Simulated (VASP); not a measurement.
Runs of VASP 6.6.1 on La. The structure is that of space group Im-3m (No. 229), or close to it. The cells are those of the table. This isn't the form of La at room conditions, which is double hcp.

```tsv
cell	k mesh	gap on the mesh (eV)	pressure (GPa)
a = 3.734 Å, angles 109.5°, 1 atom	36 × 36 × 36	none	-1.4
a = 3.710 Å, angles 109.5°, 1 atom	12 × 12 × 12	none	(a)
a = 3.662 Å, angles 109.5°, 1 atom	12 × 12 × 12	none	(b)
a = 3.613 Å, angles 109.5°, 1 atom	12 × 12 × 12	none	1.3
a = 3.734 Å, angles 109.5°, 1 atom	12 × 12 × 12	none	-1.4
a = 3.638 Å, angles 109.5°, 1 atom	12 × 12 × 12	none	0.7
a = 3.587 Å, angles 109.5°, 1 atom	12 × 12 × 12	none	1.9
```

Alike in all rows: task single point; level PBE; potentials or basis VASP PAW PBE potentials, release 64 (La); no spin polarisation; cutoff (eV) 520; smearing fermi-dirac 0.0612256 eV.

Fill in the values left out.

(a) -0.9; (b) 0.1.

Caveats: spin-orbit coupling is left out, which moves the levels of the heavy elements.

A k mesh can miss the band edges, and the runs leave out spin-orbit coupling on La.

A gap of «none» marks levels without a gap at the run's occupations.
